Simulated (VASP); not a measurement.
Write the native input for VASP 6.6.1 that does the following.

```yaml
Task: single point
Functional: LDA
Potentials_or_basis: VASP PAW LDA potentials, release 64 (Te, Pt)
Cutoff: 520 eV
k_mesh: 12 × 12 × 8
Occupations: gaussian, width 0.15 eV
Spin: collinear spin
Starting_moments: "[0.0, 0.0, 0.25, 0.25] μB"
Fixed_moment: 0.5 μB
Dipole_correction: no
Further_INCAR_settings: ALGO = Normal; EDIFF = 1e-06; NBANDS = 28
```

The structure of TePt lies in POSCAR:

```
TePt
1.0
    4.0832422724      0.0000000000      0.0000000000
   -2.0416211362      3.5361915377      0.0000000000
    0.0000000000      0.0000000000      5.3532323131
Te Pt
2 2
Direct
    0.3333333333      0.6666666667      0.2500000000
    0.6666666667      0.3333333333      0.7500000000
    0.0000000000      0.0000000000      0.0000000000
    0.0000000000      0.0000000000      0.5000000000
```

These files were run (other wordings do the same):

INCAR

```
SYSTEM = TePt
ALGO = Normal ; EDIFF = 1E-6
ENCUT = 520 ; GGA = CA
ISIF = 2 ; ISMEAR = 0
ISPIN = 2 ; LASPH = .True.
LCHARG = .False. ; LMAXMIX = 4
LORBIT = 11 ; LREAL = .False.
LWAVE = .False. ; MAGMOM = 0 0 0.25 0.25
NBANDS = 28 ; NELM = 150
NUPDOWN = 0.5 ; PREC = Accurate
SIGMA = 0.15
```

KPOINTS

```
k-points
0
Gamma
  12 12 8
  0 0 0
```

Potentials or basis: VASP PAW LDA potentials, release 64 (Te, Pt).

Command:

```console
$ cat potpaw_LDA.64/Te/POTCAR potpaw_LDA.64/Pt/POTCAR > POTCAR
$ mpirun -np 1 vasp_std > vasp.out
```

It gave:

```json
{
 "Pressure": "15.5 GPa",
 "Net moment": "0.50 μB per cell",
 "Site moments": "Te +0.07; Pt +0.13 μB",
 "Valence electrons inside the program's atomic spheres": "Te 3.40; Pt 9.60"
}
```

Caveat: the cell stands under pressure; the total moment is fixed, so each spin has its own Fermi level and the state may be an excited one.

Wall time 3.9 min on 1 thread of Intel(R) Xeon(R) Platinum 8259CL CPU @ 2.50GHz (Skylake/Cascade Lake), on a shared host, peak memory 0.38 GiB.
